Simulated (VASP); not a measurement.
## Cd: single point with BLYP

The system is Cd.

```
Cd
1.0
    -3.24305    3.13806    1.62469
     3.13806   -3.24305    1.62469
     3.13925    3.13925   -1.81696
Cd
2
Direct
  0.99679 0.00321 0.00000
  0.75321 0.24679 0.50000
```

* Program: VASP 6.6.1
* Task: single point
* Functional: BLYP
* Potentials or basis: VASP PAW PBE potentials, release 64 (Cd)
* Cutoff: 520 eV
* k mesh: 13 × 13 × 9
* Occupations: fermi-dirac, width 0.1 eV
* Spin: no spin polarisation
* Dipole correction: no
* Further INCAR settings: ALGO = Normal; EDIFF = 1e-06; NBANDS = 19

The pressure is -0.9 GPa and the band gap on the k mesh is zero (bands 12 and 13 overlap by 3.36 eV).

Stress tensor (GPa, compression positive):
```
-0.80  0.04  0.05
 0.04 -0.80  0.05
 0.05  0.05 -0.96
```

Levels at points of the mesh, in eV from the Fermi level:
| k point | band 8 | band 9 | band 10 | band 11 | band 12 | band 13 | band 14 | band 15 | band 16 | band 17 |
| --- | --- | --- | --- | --- | --- | --- | --- | --- | --- | --- |
| (0.00, 0.00, 0.00) | -8.29 | -8.19 | -8.01 | -6.48 | 0.88 | 1.21 | 1.68 | 5.84 | 8.87 | 8.97 |

It took 3.4 min on 1 thread of Intel(R) Xeon(R) 6975P-C (Granite Rapids), with other jobs on the host, peak memory 0.51 GiB.

Caveat: the PAW data sets were made with another functional, which shifts forces and pressure a little.
